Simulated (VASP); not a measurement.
Here is a VASP 6.6.1 calculation.

File POSCAR:

```
KBr
1.0
    4.5592982261      0.0000000000      0.0000000000
   -2.2796491130      3.9484680873      0.0000000000
    0.0000000000      0.0000000000      8.0200646050
K Br
2 2
Direct
    0.0000000000      0.0000000000      0.0000000000
    0.0000000000      0.0000000000      0.5000000000
    0.3333333333      0.6666666667      0.2500000000
    0.6666666667      0.3333333333      0.7500000000
```

The input INCAR.step1:

```
SYSTEM = KBr
ALGO = Normal
EDIFF = 1E-4
ENCUT = 520
GGA = PE
ISMEAR = 0
LASPH = .TRUE.
LCHARG = .FALSE.
LREAL = .FALSE.
LWAVE = .TRUE.
NBANDS = 24
NELM = 100
PREC = Accurate
SIGMA = 0.01
```

File INCAR.step2:

```
SYSTEM = KBr
ALGO = Normal
EDIFF = 1E-6
ENCUT = 520
ISIF = 2
ISMEAR = 0
ISTART = 1
LASPH = .TRUE.
LCHARG = .TRUE.
LELF = .TRUE.
LMIXTAU = .TRUE.
LREAL = .FALSE.
LVHAR = .TRUE.
LWAVE = .FALSE.
METAGGA = R2SCAN
NBANDS = 24
NELM = 100
PREC = Accurate
SIGMA = 0.01
```

Contents of KPOINTS:

```
k-points
0
G
  6 6 4
  0 0 0
```

Potentials or basis: VASP PAW PBE potentials, release 64 (K_sv, Br).

Run with:

```sh
$ cat potpaw_PBE.64/K_sv/POTCAR potpaw_PBE.64/Br/POTCAR > POTCAR
$ cp INCAR.step1 INCAR
$ mpirun -np 1 vasp_std > vasp.out
$ cp INCAR.step2 INCAR
$ mpirun -np 1 vasp_std > vasp.out
```

Question: Estimate the pressure.

Answer: 0.0 GPa.

Question: What does it give for the band gap on the k mesh?

Answer: 5.00 eV.

Caveat: the PAW data sets were made with another functional, which shifts forces and pressure a little. A k mesh can miss the band edges.
